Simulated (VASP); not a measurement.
# YbOs3 (Pm-3m) in VASP: a series of runs, part 2 of 2

VASP 6.6.1. Earlier steps stand in the parts before.

## (3) Single point, PBE (17.28 Å³/atom)

This run uses another cell than the first one, of 17.28 Å³/atom.

File INCAR:

```
SYSTEM = YbOs3
ALGO = Normal ; EDIFF = 1E-6
ENCUT = 520 ; GGA = PE
ISIF = 2 ; ISMEAR = 0
LASPH = .True. ; LCHARG = .False.
LREAL = .False. ; LWAVE = .False.
NBANDS = 32 ; NELM = 80
PREC = Accurate ; SIGMA = 0.05
```

File KPOINTS:

```
k-points
0
Gamma
  8 8 8
  0 0 0
```

File POSCAR:

```
YbOs3
1.0
    4.1041482591      0.0000000000      0.0000000000
    0.0000000000      4.1041482591      0.0000000000
    0.0000000000      0.0000000000      4.1041482591
Yb Os
1 3
Direct
    0.0000000000      0.0000000000      0.0000000000
    0.0000000000      0.5000000000      0.5000000000
    0.5000000000      0.5000000000      0.0000000000
    0.5000000000      0.0000000000      0.5000000000
```

Potentials or basis: VASP PAW PBE potentials, release 64 (Yb, Os).

Launch:

```bash
> cat potpaw_PBE.64/Yb/POTCAR potpaw_PBE.64/Os/POTCAR > POTCAR
> mpirun -np 1 vasp_std > vasp.out
```

OUTCAR:

```text
SYSTEM = YbOs3
   EDIFF = 1E-6
   ENCUT = 520
   GGA = PE
   ISIF = 2
   ISMEAR = 0
   LASPH = .True.
   LREAL = .False.
   NELM = 80
   PREC = Accurate

 ion  position               nearest neighbor table
   1  0.000  0.000  0.000-   2 2.90   3 2.90   4 2.90   2 2.90   4 2.90   2 2.90   3 2.90   2 2.90
                             3 2.90   4 2.90   4 2.90   3 2.90
   2  0.000  0.500  0.500-   1 2.90   3 2.90   4 2.90   1 2.90   3 2.90   1 2.90   4 2.90   1 2.90
                             3 2.90   4 2.90   3 2.90   4 2.90
   3  0.500  0.500  0.000-   1 2.90   2 2.90   4 2.90   2 2.90   4 2.90   1 2.90   4 2.90   4 2.90
                             1 2.90   2 2.90   2 2.90   1 2.90
   4  0.500  0.000  0.500-   1 2.90   2 2.90   3 2.90   1 2.90   3 2.90   2 2.90   3 2.90   3 2.90
                             1 2.90   2 2.90   1 2.90   2 2.90

  LATTYP: Found a simple cubic cell.
 ALAT       =     4.1041482591

  Lattice vectors:

 A1 = (   4.1041482591,   0.0000000000,   0.0000000000)
 A2 = (   0.0000000000,   4.1041482591,   0.0000000000)
 A3 = (   0.0000000000,   0.0000000000,   4.1041482591)

Analysis of symmetry for initial positions (statically):
=====================================================================
 Subroutine PRICEL returns:
 Original cell was already a primitive cell.

 Routine SETGRP: Setting up the symmetry group for a
 simple cubic supercell.

 Subroutine GETGRP returns: Found 48 space group operations
 (whereof 48 operations were pure point group operations)
 out of a pool of 48 trial point group operations.

The static configuration has the point symmetry O_h .

Analysis of symmetry for dynamics (positions and initial velocities):
=====================================================================
 Subroutine PRICEL returns:
 Original cell was already a primitive cell.

 Routine SETGRP: Setting up the symmetry group for a
 simple cubic supercell.
[... 126 lines left out ...]
   IALGO  =     38    algorithm
   IMIX   =      4    mixing-type and parameters
     AMIX     =   0.40;   BMIX     =  1.00
     AMIX_MAG =   1.60;   BMIX_MAG =  1.00
  volume/ion in A,a.u.               =      17.28       116.63
  Fermi-wavevector in a.u.,A,eV,Ry     =   1.449658  2.739456 28.592754  2.101508
  Thomas-Fermi vector in A             =   2.567359
   LORBIT       =      0    0 simple, 1 ext, 2 COOP (PROOUT), +10 PAW based schemes
   GGA     = PE    functional components
   LHFCALC =     F    Hartree Fock is set to
   AEXX    =    0.0000 exact exchange contribution
   IVDW    =     0    specifies the selected vdW correction
   LEPSILON=     F    determine dielectric tensor
   LRPA    =     F    only Hartree local field effects (RPA)
 non-spin polarized calculation
 Gauss-broadening in eV      SIGMA  =   0.05
  energy-cutoff  :      520.00
  volume of cell :       69.13
 maximum number of plane-waves:      1877
 NGX is ok and might be reduce to    32
   NGX = 15   NGY = 15   NGZ = 15

 number of electron      47.9999990 magnetization

 Free energy of the ion-electron system (eV)
  ---------------------------------------------------
  ext. energy  EPLUGINS =         0.00000000
  ---------------------------------------------------
  free energy    TOTEN  =       -35.20361868 eV

  energy without entropy =      -35.19486980  energy(sigma->0) =      -35.19924424

 E-fermi :   5.6641     XC(G=0): -12.9425

 val. band max:        5.6591215562   @ k =   0.3750   0.1250   0.0000
 cond. band min:       5.6697421180   @ k =   0.5000   0.1250   0.1250
 fundamental gap:      0.0106205618
 Fermi energy:         5.6640550452

 k-point     1 :       0.0000    0.0000    0.0000
  band No.  band energies     occupation
      1     -45.2223      2.00000
      2     -17.4095      2.00000
      3     -17.4095      2.00000
      4     -17.4095      2.00000
      5      -2.5765      2.00000
      6       0.5595      2.00000
[... 829 lines left out ...]
     31      10.3759      0.00000
     32      10.6495      0.00000

 [... further k-points ...]

------------------------ aborting loop because EDIFF is reached ----------------------------------------

  FORCE on cell =-STRESS in cart. coord.  units (eV):
  Direction    XX          YY          ZZ          XY          YZ          ZX
  --------------------------------------------------------------------------------------
  -------------------------------------------------------------------------------------
  Total       -5.6745761     -5.6745761     -5.6745761      0.0000000      0.0000000     -0.0000000
  in kB     -131.5148769   -131.5148769   -131.5148769      0.0000000      0.0000000     -0.0000000
  external PRESSURE =    -131.5148769 kB  Pullay stress =       0.0000000 kB

 VOLUME and BASIS-vectors are now :
 -----------------------------------------------------------------------------
  energy-cutoff  :      520.00
  volume of cell :       69.13
      direct lattice vectors                 reciprocal lattice vectors
     4.104148259  0.000000000  0.000000000     0.243655915  0.000000000  0.000000000
     0.000000000  4.104148259  0.000000000     0.000000000  0.243655915  0.000000000
     0.000000000  0.000000000  4.104148259     0.000000000  0.000000000  0.243655915

 POSITION                                       TOTAL-FORCE (eV/Angst)
 -----------------------------------------------------------------------------------
      0.00000      0.00000      0.00000         0.000000      0.000000      0.000000
      0.00000      2.05207      2.05207         0.000000      0.000000      0.000000
      2.05207      2.05207      0.00000         0.000000      0.000000      0.000000
      2.05207      0.00000      2.05207         0.000000      0.000000      0.000000
 -----------------------------------------------------------------------------------
    total drift:                                0.000000      0.000000     -0.000000

  FREE ENERGIE OF THE ION-ELECTRON SYSTEM (eV)
  ---------------------------------------------------
  free  energy   TOTEN  =       -35.2036186776 eV

  energy  without entropy=      -35.1948698036  energy(sigma->0) =      -35.19924424
```

stdout:

```text
POSCAR found type information on POSCAR YbOs
 POSCAR found :  2 types and       4 ions
 scaLAPACK will be used
 LDA part: xc-table for (Slater+PW92), standard interpolation
 POSCAR, INCAR and KPOINTS ok, starting setup
 FFT: planning ... GRIDC
 FFT: planning ... GRID_SOFT
 FFT: planning ... GRID
 WAVECAR not read
 entering main loop
```

It took 4.5 min on 1 thread of AMD EPYC 7R13, shared host; peak memory 0.21 GiB.

Results:

```yaml
Free_energy: -35.2036 eV
Pressure: -13.2 GPa
Band_gap_on_the_k_mesh: zero (bands 24 and 25 overlap by 2.38 eV)
```

Levels at points of the mesh, in eV from the Fermi level:
| k point | band 22 | band 23 | band 24 | band 25 | band 26 | band 27 |
| --- | --- | --- | --- | --- | --- | --- |
| (0.00, 0.00, 0.00) | 0.77 | 0.77 | 2.00 | 2.51 | 2.51 | 2.51 |
| (0.50, 0.00, 0.00) | -0.63 | -0.39 | 0.08 | 0.09 | 0.09 | 1.08 |
| (0.50, 0.50, 0.00) | -0.64 | -0.64 | -0.32 | -0.32 | -0.24 | 0.15 |
| (0.50, 0.50, 0.50) | -0.46 | -0.46 | 0.20 | 1.61 | 1.61 | 1.61 |

Caveat: the cell stands under tension; spin-orbit coupling is left out, which moves the levels of the heavy elements.
